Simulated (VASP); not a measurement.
# WC (Fm-3m) in VASP: a series of runs, part 3 of 3

VASP 6.6.1. The steps go on from the part before.

### 6 Single point, LDA (volume scaled by 0.94)

INCAR

```
  PREC = Accurate
  ENCUT = 520
  EDIFF = 1E-7
  ISMEAR = -1
  SIGMA = 0.05
  LREAL = F
  LASPH = T
  NELM = 100
  ALGO = Normal
  ISIF = 2
  LWAVE = F
  LCHARG = F
  NBANDS = 16
```

KPOINTS

```
regular mesh
0
Gamma
  10 10 10
```

POSCAR

```
WC
1.0
    0.0000000000      2.1479227872      2.1479227872
    2.1479227872      0.0000000000      2.1479227872
    2.1479227872      2.1479227872      0.0000000000
W C
1 1
Direct
    0.0000000000      0.0000000000      0.0000000000
    0.5000000000      0.5000000000      0.5000000000
```

Potentials or basis: VASP PAW LDA potentials, release 64 (W_sv, C).

Run with:

```
$ cat potpaw_LDA.64/W_sv/POTCAR potpaw_LDA.64/C/POTCAR > POTCAR
$ mpirun -np 1 vasp_std > vasp.out
```

OUTCAR:

```text
PREC = Accurate
   ENCUT = 520
   EDIFF = 1E-7
   ISMEAR = -1
   LREAL = F
   LASPH = T
   NELM = 100
   ISIF = 2

 ion  position               nearest neighbor table
   1  0.000  0.000  0.000-   2 2.15   2 2.15   2 2.15   2 2.15   2 2.15   2 2.15
   2  0.500  0.500  0.500-   1 2.15   1 2.15   1 2.15   1 2.15   1 2.15   1 2.15

  LATTYP: Found a face centered cubic cell.
 ALAT       =     4.2958455744

  Lattice vectors:

 A1 = (   0.0000000000,   2.1479227872,   2.1479227872)
 A2 = (   2.1479227872,   0.0000000000,   2.1479227872)
 A3 = (   2.1479227872,   2.1479227872,   0.0000000000)

Analysis of symmetry for initial positions (statically):
=====================================================================
 Subroutine PRICEL returns:
 Original cell was already a primitive cell.

 Routine SETGRP: Setting up the symmetry group for a
 face centered cubic supercell.

 Subroutine GETGRP returns: Found 48 space group operations
 (whereof 48 operations were pure point group operations)
 out of a pool of 48 trial point group operations.

The static configuration has the point symmetry O_h .

Analysis of symmetry for dynamics (positions and initial velocities):
=====================================================================
 Subroutine PRICEL returns:
 Original cell was already a primitive cell.

 Routine SETGRP: Setting up the symmetry group for a
 face centered cubic supercell.

 Subroutine GETGRP returns: Found 48 space group operations
 (whereof 48 operations were pure point group operations)
 out of a pool of 48 trial point group operations.

The dynamic configuration has the point symmetry O_h .

 Subroutine INISYM returns: Found 48 space group operations
 (whereof 48 operations are pure point group operations),
 and found     1 'primitive' translations

----------------------------------------------------------------------------------------

                                     Primitive cell
[... 108 lines left out ...]
   IALGO  =     38    algorithm
   IMIX   =      4    mixing-type and parameters
     AMIX     =   0.40;   BMIX     =  1.00
     AMIX_MAG =   1.60;   BMIX_MAG =  1.00
  volume/ion in A,a.u.               =       9.91        66.87
  Fermi-wavevector in a.u.,A,eV,Ry     =   1.585393  2.995959 34.197859  2.513472
  Thomas-Fermi vector in A             =   2.684865
   LORBIT       =      0    0 simple, 1 ext, 2 COOP (PROOUT), +10 PAW based schemes
   GGA     = CA    functional components
   LHFCALC =     F    Hartree Fock is set to
   AEXX    =    0.0000 exact exchange contribution
   IVDW    =     0    specifies the selected vdW correction
   LEPSILON=     F    determine dielectric tensor
   LRPA    =     F    only Hartree local field effects (RPA)
 non-spin polarized calculation
  energy-cutoff  :      520.00
  volume of cell :       19.82
 maximum number of plane-waves:       548
   NGX = 11   NGY = 11   NGZ = 11

 number of electron      17.9999999 magnetization

 Free energy of the ion-electron system (eV)
  ---------------------------------------------------
  ext. energy  EPLUGINS =         0.00000000
  ---------------------------------------------------
  free energy    TOTEN  =       -23.81106761 eV

  energy without entropy =      -23.80513441  energy(sigma->0) =      -23.80810101

 E-fermi :  13.3104     XC(G=0): -14.2368

 val. band max:       13.2182133847   @ k =   0.3000   0.2000   0.1000
 cond. band min:      13.3193382079   @ k =  -0.1000   0.1000   0.0000
 fundamental gap:      0.1011248233
 Fermi energy:        13.3104270111

 k-point     1 :       0.0000    0.0000    0.0000
  band No.  band energies     occupation
      1     -61.6583      2.00000
      2     -25.9030      2.00000
      3     -25.9030      2.00000
      4     -25.9030      2.00000
      5      -2.8951      2.00000
      6      10.2659      2.00000
[... 433 lines left out ...]
      3     -26.1299      2.00000
      4     -26.1068      2.00000
      5      -0.3303      2.00000
      6       5.9402      2.00000
[... 8 lines left out ...]
     15      25.5107      0.00000
     16      29.3816      0.00000

 [... further k-points ...]

------------------------ aborting loop because EDIFF is reached ----------------------------------------

  FORCE on cell =-STRESS in cart. coord.  units (eV):
  Direction    XX          YY          ZZ          XY          YZ          ZX
  --------------------------------------------------------------------------------------
  -------------------------------------------------------------------------------------
  Total        1.2680200      1.2680200      1.2680200      0.0000000      0.0000000      0.0000000
  in kB      102.5063345    102.5063345    102.5063345      0.0000000      0.0000000      0.0000000
  external PRESSURE =     102.5063345 kB  Pullay stress =       0.0000000 kB

 VOLUME and BASIS-vectors are now :
 -----------------------------------------------------------------------------
  energy-cutoff  :      520.00
  volume of cell :       19.82
      direct lattice vectors                 reciprocal lattice vectors
     0.000000000  2.147922787  2.147922787    -0.232783042  0.232783042  0.232783042
     2.147922787  0.000000000  2.147922787     0.232783042 -0.232783042  0.232783042
     2.147922787  2.147922787  0.000000000     0.232783042  0.232783042 -0.232783042

 POSITION                                       TOTAL-FORCE (eV/Angst)
 -----------------------------------------------------------------------------------
      0.00000      0.00000      0.00000        -0.000000      0.000000     -0.000000
      2.14792      2.14792      2.14792         0.000000     -0.000000      0.000000
 -----------------------------------------------------------------------------------
    total drift:                                0.000000     -0.000000     -0.000000

  FREE ENERGIE OF THE ION-ELECTRON SYSTEM (eV)
  ---------------------------------------------------
  free  energy   TOTEN  =       -23.8110676079 eV

  energy  without entropy=      -23.8051344107  energy(sigma->0) =      -23.80810101
```

OSZICAR:

```text
N       E                     dE             d eps       ncg     rms          rms(c)
DAV:   1     0.108231571801E+03    0.10823E+03   -0.94091E+03  1504   0.127E+03
DAV:   2    -0.241903365826E+02   -0.13242E+03   -0.12753E+03  1760   0.340E+02
DAV:   3    -0.273307953110E+02   -0.31405E+01   -0.31261E+01  1632   0.493E+01
DAV:   4    -0.273462540374E+02   -0.15459E-01   -0.15458E-01  1936   0.393E+00
DAV:   5    -0.273463621632E+02   -0.10813E-03   -0.10813E-03  1664   0.310E-01    0.349E+01
DAV:   6    -0.239255421796E+02    0.34208E+01   -0.83460E+00  1856   0.278E+01    0.936E+00
DAV:   7    -0.238462188242E+02    0.79323E-01   -0.47857E-01  1552   0.573E+00    0.736E+00
DAV:   8    -0.238131929305E+02    0.33026E-01   -0.71176E-02  1664   0.204E+00    0.162E+00
DAV:   9    -0.238111527490E+02    0.20402E-02   -0.34083E-03  1664   0.435E-01    0.126E-01
DAV:  10    -0.238110706399E+02    0.82109E-04   -0.29239E-04  1784   0.194E-01    0.766E-02
DAV:  11    -0.238110684864E+02    0.21536E-05   -0.26903E-05  1760   0.408E-02    0.197E-02
DAV:  12    -0.238110676219E+02    0.86449E-06   -0.33457E-06  1704   0.144E-02    0.243E-03
DAV:  13    -0.238110676079E+02    0.14003E-07   -0.11118E-07  1224   0.250E-03
   1 F= -.23811068E+02 E0= -.23808101E+02  d E =-.593320E-02
```

Wall time 33 s (1 thread of AMD EPYC 7R13, shared host); peak memory 0.11 GiB.

Results:

```yaml
Free_energy: -23.8111 eV
Pressure: 10.3 GPa
Band_gap_on_the_k_mesh: zero (band 9 reaches 14.42 eV, above the bottom of band 10 at 10.94 eV)
```

Levels at points of the mesh, in eV from the Fermi level:
```csv
k point,band 7,band 8,band 9,band 10,band 11,band 12
"(0.00, 0.00, 0.00)",-3.04,-3.04,-1.20,-1.20,-1.20,-1.08
"(0.50, 0.00, 0.00)",-7.06,-7.06,1.11,1.11,2.53,5.08
"(0.50, 0.50, 0.00)",-5.67,-2.58,-2.58,0.91,2.46,2.46
```

Caveat: the cell differs from its parent crystal (volume scaled by 0.94); spin-orbit coupling is left out, which moves the levels of the heavy elements.

### 7 The runs side by side

| task | level | potentials or basis | U | cell | cutoff (eV) | pressure (GPa) | relaxed volume (Å³/atom) |
| --- | --- | --- | --- | --- | --- | --- | --- |
| relaxation of cell and atoms | PBEsol+U | VASP PAW PBE potentials, release 64 (W_sv, C) | W d U = 4.0 eV | relaxed from a = 3.101 Å, angles 60.0°, 2 atoms | 600 | 0.0 | 10.49 |
| relaxation of cell and atoms | PBEsol+U | VASP PAW PBE potentials, release 64 (W_sv, C) | W d U = 5.0 eV | relaxed from a = 3.101 Å, angles 60.0°, 2 atoms | 600 | 0.0 | 10.55 |
| relaxation of cell and atoms | PBEsol+U | VASP PAW PBE potentials, release 64 (W_sv, C) | W d U = 6.0 eV | relaxed from a = 3.101 Å, angles 60.0°, 2 atoms | 600 | 0.0 | 10.61 |
| relaxation of cell and atoms | PBEsol+U | VASP PAW PBE potentials, release 64 (W_sv, C) | W d U = 8.0 eV | relaxed from a = 3.101 Å, angles 60.0°, 2 atoms | 600 | -0.1 | 10.75 |
| single point | LDA | VASP PAW LDA potentials, release 64 (W_sv, C) | - | a = 3.038 Å, angles 60.0°, 2 atoms | 520 | 10.3 | - |

Alike in all rows: no spin polarisation; k mesh 10 × 10 × 10; smearing fermi-dirac 0.05 eV.

Caveats: spin-orbit coupling is left out, which moves the levels of the heavy elements; the bands computed are all filled at some k points, so no gap is given (some runs); the PAW data sets were made with another functional, which shifts forces and pressure a little (some runs); the U is typed as a test and isn't derived for this compound (some runs).

Absolute energies hang on the potentials; compare differences alone.
